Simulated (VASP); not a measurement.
# Sn (P6/mmm) in VASP: further runs, part 2 of 2

VASP 6.6.1. The steps go on from the part before.

**3. Relaxation of cell and atoms, PBEsol**

This run uses another cell than the first one, of 27.23 Å³/atom.

Contents of INCAR:

```
SYSTEM = Sn
PREC = Accurate ; ENCUT = 600
EDIFF = 1E-6 ; ISMEAR = 0
SIGMA = 0.1 ; LREAL = .FALSE.
LASPH = .TRUE. ; NELM = 80
ALGO = Fast ; ISIF = 3
LWAVE = .FALSE. ; LCHARG = .FALSE.
GGA = PS ; IBRION = 2
NSW = 100 ; EDIFFG = -0.01
```

Contents of KPOINTS:

```
regular mesh
0
G
  21 21 18
  0 0 0
```

Contents of POSCAR:

```
Sn
1.0
    3.1780331353      0.0000000000      0.0000000000
   -1.5890165677      2.7522574293      0.0000000000
    0.0000000000      0.0000000000      3.1135367529
Sn
1
Direct
    0.0000000000      0.0000000000      0.0000000000
```

Potentials or basis: VASP PAW PBE potentials, release 64 (Sn_d).

Command:

```bash
$ cat potpaw_PBE.64/Sn_d/POTCAR > POTCAR
$ mpirun -np 1 vasp_std > vasp.out
```

OUTCAR:

```text
SYSTEM = Sn
   PREC = Accurate
   ENCUT = 600
   EDIFF = 1E-6
   ISMEAR = 0
   LREAL = .FALSE.
   LASPH = .TRUE.
   NELM = 80
   ISIF = 3
   GGA = PS
   IBRION = 2
   NSW = 100
   EDIFFG = -0.01

 ion  position               nearest neighbor table
   1  0.000  0.000  0.000-

  LATTYP: Found a hexagonal cell.
 ALAT       =     3.1780331353
 C/A-ratio  =     0.9797055664

  Lattice vectors:

 A1 = (   3.1780331353,   0.0000000000,   0.0000000000)
 A2 = (  -1.5890165677,   2.7522574293,   0.0000000000)
 A3 = (   0.0000000000,   0.0000000000,   3.1135367529)

Analysis of symmetry for initial positions (statically):
=====================================================================
 Subroutine PRICEL returns:
 Original cell was already a primitive cell.

 Routine SETGRP: Setting up the symmetry group for a
 hexagonal supercell.

 Subroutine GETGRP returns: Found 24 space group operations
 (whereof 24 operations were pure point group operations)
 out of a pool of 24 trial point group operations.

The static configuration has the point symmetry D_6h.

Analysis of symmetry for dynamics (positions and initial velocities):
=====================================================================
 Subroutine PRICEL returns:
 Original cell was already a primitive cell.

 Routine SETGRP: Setting up the symmetry group for a
 hexagonal supercell.

 Subroutine GETGRP returns: Found 24 space group operations
 (whereof 24 operations were pure point group operations)
 out of a pool of 24 trial point group operations.

The dynamic configuration has the point symmetry D_6h.

 Subroutine INISYM returns: Found 24 space group operations
 (whereof 24 operations are pure point group operations),
 and found     1 'primitive' translations

----------------------------------------------------------------------------------------

                                     Primitive cell

  volume of cell :      27.2334

  direct lattice vectors                    reciprocal lattice vectors
     3.178033135  0.000000000  0.000000000     0.314660029  0.181669053  0.000000000
    -1.589016568  2.752257429  0.000000000     0.000000000  0.363338105  0.000000000
     0.000000000  0.000000000  3.113536753     0.000000000  0.000000000  0.321178158

  length of vectors
     3.178033135  3.178033135  3.113536753     0.363338105  0.363338105  0.321178158

  position of ions in fractional coordinates (direct lattice)
     0.000000000  0.000000000  0.000000000

  ion indices of the primitive-cell ions
   primitive index   ion index
                 1           1

----------------------------------------------------------------------------------------

 KPOINTS: regular mesh

Automatic generation of k-mesh.
 Grid dimensions read from file:
 generate k-points for:   21   21   18

 Generating k-lattice:

[... 42 lines left out ...]
 [... further k-points ...]
   k-points           NKPTS =    480   k-points in BZ     NKDIM =    480   number of bands    NBANDS=     11
   number of dos      NEDOS =    301   number of ions     NIONS =      1
   total plane-waves  NPLWV =  21952
   dimension x,y,z NGX =    28 NGY =   28 NGZ =   28
   dimension x,y,z NGXF=    56 NGYF=   56 NGZF=   56
   ions per type =               1
   NGX,Y,Z   is equivalent  to a cutoff of  14.65, 14.65, 14.95 a.u.
   NGXF,Y,Z  is equivalent  to a cutoff of  29.29, 29.29, 29.90 a.u.
 SYSTEM =  Sn
   PREC   = accura    normal or accurate (medium, high low for compatibility)
   ISTART =      0    job   : 0-new  1-cont  2-samecut
   ICHARG =      2    charge: 1-file 2-atom 10-const
   ISPIN  =      1    spin polarized calculation?
   LNONCOLLINEAR =      F non collinear calculations
   LSORBIT =      F    spin-orbit coupling
   LASPH  =      T    aspherical Exc in radial PAW
   ENCUT  =  600.0 eV  44.10 Ry    6.64 a.u.   6.35  6.35  6.22*2*pi/ulx,y,z
   NELM   =     80;   NELMIN=  2; NELMDL= -5     # of ELM steps
   EDIFF  = 0.1E-05   stopping-criterion for ELM
   LREAL  =      F    real-space projection
   EDIFFG = -.1E-01   stopping-criterion for IOM
   NSW    =    100    number of steps for IOM
   IBRION =      2    ionic relax: 0-MD 1-quasi-New 2-CG
   NFREE  =      1    steps in history (QN), initial steepest desc. (CG)
   ISIF   =      3    stress and relaxation
   ISYM   =      2    0-nonsym 1-usesym 2-fastsym
   POTIM  = 0.5000    time-step for ionic-motion
   TEBEG  =    0.0;   TEEND  =   0.0 temperature during run
   PSTRESS=    0.0 pullay stress
   NELECT =      14.0000    total number of electrons
   NUPDOWN=      -1.0000    fix difference up-down
   EMIN   =  10.00;   EMAX   =-10.00  energy-range for DOS
   EFERMI =   0.00;   METHOD = LEGACY
   ISMEAR =     0;   SIGMA  =   0.10  broadening in eV -4-tet -1-fermi 0-gaus
   EFERMI_NEDOS =   21; number of points for ismear=-14 and -15
   IALGO  =     68    algorithm
   IMIX   =      4    mixing-type and parameters
     AMIX     =   0.40;   BMIX     =  1.00
     AMIX_MAG =   1.60;   BMIX_MAG =  1.00
  volume/ion in A,a.u.               =      27.23       183.78
  Fermi-wavevector in a.u.,A,eV,Ry     =   1.311446  2.478273 23.400526  1.719890
  Thomas-Fermi vector in A             =   2.441907
   LORBIT       =      0    0 simple, 1 ext, 2 COOP (PROOUT), +10 PAW based schemes
   GGA     = PS    functional components
   LHFCALC =     F    Hartree Fock is set to
   AEXX    =    0.0000 exact exchange contribution
   IVDW    =     0    specifies the selected vdW correction
   LEPSILON=     F    determine dielectric tensor
   LRPA    =     F    only Hartree local field effects (RPA)
 conjugate gradient relaxation of ions
 non-spin polarized calculation
 RMM-DIIS sequential band-by-band and
 Gauss-broadening in eV      SIGMA  =   0.10
  energy-cutoff  :      600.00
  volume of cell :       27.23
 maximum number of plane-waves:       930
 NGX is ok and might be reduce to    28

--------------------------------------- Ionic step        1  -------------------------------------------

 number of electron      14.0000002 magnetization

 Free energy of the ion-electron system (eV)
  ---------------------------------------------------
  ext. energy  EPLUGINS =         0.00000000
  ---------------------------------------------------
  free energy    TOTEN  =        -4.24601498 eV

  energy without entropy =       -4.24283385  energy(sigma->0) =       -4.24442442

------------------------ aborting loop because EDIFF is reached ----------------------------------------

  FORCE on cell =-STRESS in cart. coord.  units (eV):
  Direction    XX          YY          ZZ          XY          YZ          ZX
  --------------------------------------------------------------------------------------
  -------------------------------------------------------------------------------------
  Total        0.1982817      0.1982817     -0.5828357     -0.0000000      0.0000000      0.0000000
  in kB       11.6651896     11.6651896    -34.2890336     -0.0000000      0.0000000      0.0000000
  external PRESSURE =      -3.6528848 kB  Pullay stress =       0.0000000 kB
[... 197 lines left out ...]
--------------------------------------- Ionic step        7  -------------------------------------------

 number of electron      14.0000000 magnetization

 Free energy of the ion-electron system (eV)
  ---------------------------------------------------
  ext. energy  EPLUGINS =         0.00000000
  ---------------------------------------------------
  free energy    TOTEN  =        -4.25989015 eV

  energy without entropy =       -4.25726446  energy(sigma->0) =       -4.25857731

 E-fermi :   7.9670     XC(G=0): -10.5064

 val. band max:        7.9617815316   @ k =   0.3333   0.2381   0.2778
 cond. band min:       8.0074077033   @ k =   0.2381   0.1429   0.2778
 fundamental gap:      0.0456261718
 Fermi energy:         7.9669988100

 k-point     1 :       0.0000    0.0000    0.0000
  band No.  band energies     occupation
      1     -13.6319      2.00000
      2     -13.4410      2.00000
      3     -13.4410      2.00000
      4     -13.2158      2.00000
      5     -13.2158      2.00000
      6      -3.2768      2.00000
      7      13.4345      0.00000
      8      15.0862      0.00000
      9      15.0862      0.00000
     10      16.9127      0.00000
     11      18.9215      0.00000
[... 309 lines left out ...]
 k-point    24 :       0.1905    0.0952    0.0000
  band No.  band energies     occupation
      1     -13.5821      2.00000
      2     -13.4505      2.00000
      3     -13.3329      2.00000
      4     -13.2601      2.00000
      5     -13.2287      2.00000
      6      -1.9944      2.00000
      7       9.0152      0.00000
      8      11.4729      0.00000
      9      14.7793      0.00000
     10      17.5182      0.00000
     11      18.1685      0.00000

 [... further k-points ...]
[... 5 lines left out ...]
  --------------------------------------------------------------------------------------
  -------------------------------------------------------------------------------------
  Total       -0.0037735     -0.0037735      0.0021431      0.0000000      0.0000000     -0.0000000
  in kB       -0.2251813     -0.2251813      0.1278863      0.0000000      0.0000000     -0.0000000
  external PRESSURE =      -0.1074921 kB  Pullay stress =       0.0000000 kB
[... 16 lines left out ...]
  FREE ENERGIE OF THE ION-ELECTRON SYSTEM (eV)
  ---------------------------------------------------
  free  energy   TOTEN  =        -4.2598901489 eV

  energy  without entropy=       -4.2572644646  energy(sigma->0) =       -4.25857731

 reached required accuracy - stopping structural energy minimisation
```

OSZICAR:

```text
N       E                     dE             d eps       ncg     rms          rms(c)
DAV:   1     0.767348417227E+02    0.76735E+02   -0.81726E+03 10657   0.208E+03
DAV:   2     0.448505200528E+00   -0.76286E+02   -0.74532E+02 10812   0.356E+02
DAV:   3    -0.416085663158E+01   -0.46094E+01   -0.45711E+01 12204   0.784E+01
[... 49 lines left out ...]
RMM:   4    -0.425988908646E+01   -0.47775E-06   -0.47993E-06  8884   0.225E-02
   6 F= -.42598891E+01 E0= -.42585770E+01  d E =-.319090E-04
       N       E                     dE             d eps       ncg     rms          rms(c)
DAV:   1    -0.425989408750E+01   -0.54788E-05   -0.89059E-05 11946   0.196E-01    0.114E-02
RMM:   2    -0.425989083104E+01    0.32565E-05   -0.52099E-06  9827   0.416E-02    0.501E-03
RMM:   3    -0.425989014895E+01    0.68210E-06   -0.22942E-06  7005   0.267E-02
   7 F= -.42598901E+01 E0= -.42585773E+01  d E =-.329714E-04
```

Wall time 4.2 min (1 thread of AMD EPYC 9R45 (Zen 5), shared host); peak memory 0.28 GiB.

What came out:

| Quantity | Value |
| --- | --- |
| Free energy | -4.2599 eV |
| Relaxed volume | 26.85 Å³/atom |
| Relaxed cell | a = 3.210 Å, b = 3.210 Å, c = 3.009 Å, α = 90.00°, β = 90.00°, γ = 120.00° |
| Space group after relaxing (to 0.1 Å) | P6/mmm (No. 191) |
| Energy gained by relaxing | 13.9 meV/atom |
| Ionic steps | 7 |
| Pressure after relaxing | 0.0 GPa |
| Band gap on the k mesh | zero (bands 7 and 8 overlap by 8.49 eV) |

Step by step:
```tsv
step	energy change (eV)	largest force (eV/Å)	pressure (GPa)	volume (Å³)
1	0.0000	0.0000	-0.37	27.23
2	-0.0135	0.0000	-0.20	26.98
3	-0.0138	0.0000	-0.17	26.93
4	-0.0139	0.0000	0.19	26.82
5	-0.0139	0.0000	-0.12	26.86
6	-0.0139	0.0000	0.04	26.84
7	-0.0139	0.0000	-0.01	26.85
```

Final structure:
```yaml
crystal:
  lattice:
    - [3.20962, 0.00000, 0.00000]
    - [-1.60481, 2.77961, 0.00000]
    - [0.00000, 0.00000, 3.00946]
  atoms:
    - { symbol: Sn, position: [0.00000, 0.00000, 0.00000] }
```

Caveat: the PAW data sets were made with another functional, which shifts forces and pressure a little; spin-orbit coupling is left out, which moves the levels of the heavy elements.

**4. Single point, PBEsol**

This run uses another cell than the first one: it holds 3 atoms, not 1.

Contents of INCAR:

```
SYSTEM = Sn
ALGO = Fast
EDIFF = 1E-6
ENCUT = 520
GGA = PS
ISIF = 2
ISMEAR = 0
LASPH = .True.
LCHARG = .False.
LREAL = .False.
LWAVE = .False.
NBANDS = 28
NELM = 60
PREC = Accurate
SIGMA = 0.1
```

Contents of KPOINTS:

```
k-points
0
Gamma
  12 12 14
  0 0 0
```

Contents of POSCAR:

```
Sn
1.0
    5.3288369125      0.0000000000      0.0000000000
   -2.6644184562      4.6149081388      0.0000000000
    0.0000000000      0.0000000000      3.2074818321
Sn
3
Direct
    0.0000000000      0.0000000000      0.0000000000
    0.3333333333      0.6666666667      0.5000000000
    0.6666666667      0.3333333333      0.5000000000
```

Command:

```bash
$ cat potpaw_PBE.64/Sn_d/POTCAR > POTCAR
$ mpirun -np 1 vasp_std > vasp.out
```

Wall time 5.4 min (1 thread of Intel Xeon 8259CL, shared host); peak memory 0.37 GiB.

It converged, with:

| Property | Result |
| --- | --- |
| Free energy | -12.6861 eV |
| Pressure | -0.1 GPa |
| Band gap on the k mesh | zero (bands 21 and 22 overlap by 4.53 eV) |

Levels at points of the mesh, in eV from the Fermi level:
| k point | band 19 | band 20 | band 21 | band 22 | band 23 | band 24 |
| --- | --- | --- | --- | --- | --- | --- |
| (0.00, 0.00, 0.00) | -2.73 | -2.73 | -2.61 | -2.61 | 3.24 | 6.82 |
| (0.50, 0.00, 0.00) | -4.68 | 1.12 | 1.25 | 2.68 | 2.94 | 4.14 |
| (0.00, 0.00, 0.50) | -1.36 | -1.10 | -0.59 | -0.59 | -0.47 | 0.74 |
| (0.50, 0.00, 0.50) | -4.18 | -2.60 | -1.74 | -1.59 | 0.12 | 3.63 |

Caveat: the PAW data sets were made with another functional, which shifts forces and pressure a little; spin-orbit coupling is left out, which moves the levels of the heavy elements.

**5. Summary**

```tsv
task	cell	k mesh	cutoff (eV)	gap on the mesh (eV)	pressure (GPa)
single point	a = 3.210, b = 3.210, c = 3.011 Å, angles 90.0, 90.0, 120.0°, 1 atom, atomic positions A	21 × 21 × 18	520	none	0.0
relaxation of cell and atoms	relaxed from a = 3.178, b = 3.178, c = 3.114 Å, angles 90.0, 90.0, 120.0°, 1 atom, atomic positions A	21 × 21 × 18	600	none	0.0
single point	a = 5.329, b = 5.329, c = 3.207 Å, angles 90.0, 90.0, 120.0°, 3 atoms, atomic positions B	12 × 12 × 14	520	none	-0.1
```

Alike in all rows: level PBEsol; potentials or basis VASP PAW PBE potentials, release 64 (Sn_d); no spin polarisation; smearing gaussian 0.1 eV.

Caveats: the PAW data sets were made with another functional, which shifts forces and pressure a little; spin-orbit coupling is left out, which moves the levels of the heavy elements.

Total energies depend on the potentials used, so only differences within one code and one set of settings carry meaning.
